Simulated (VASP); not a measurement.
A run of VASP 6.6.1:

The input INCAR:

```
PREC = Accurate
ENCUT = 520
EDIFF = 1E-6
ISMEAR = -1
SIGMA = 0.05
LREAL = F
LASPH = T
NELM = 150
ALGO = Normal
ISIF = 2
LWAVE = F
LCHARG = F
ISPIN = 2
MAGMOM = 0 3
LORBIT = 11
LMAXMIX = 4
GGA = B5
ALDAX = 1.0
AGGAX = 1.0
AGGAC = 1.0
ALDAC = 0.0
NBANDS = 20
```

KPOINTS

```
Automatic mesh
0
Gamma
  10 10 7
```

File POSCAR:

```
FePt
1.0
    2.7415369495      0.0000000000      0.0000000000
    0.0000000000      2.7415369495      0.0000000000
    0.0000000000      0.0000000000      3.7446364796
Pt Fe
1 1
Direct
    0.5000000000      0.5000000000      0.5000000000
    0.0000000000      0.0000000000      0.0000000000
```

Potentials or basis: VASP PAW PBE potentials, release 64 (Pt, Fe).

Run with:

```console
$ cat potpaw_PBE.64/Pt/POTCAR potpaw_PBE.64/Fe/POTCAR > POTCAR
$ mpirun -np 1 vasp_std > vasp.out
```

Hardware: 1 thread of Oxide Virtual Turin-like Processor, on a shared host.

Q: Estimate the wall time of this run.

A: Wall time 100 s on 1 thread of Oxide Virtual Turin-like Processor, on a shared host, peak memory 0.17 GiB. Counts: scf iterations 14, k points 84.
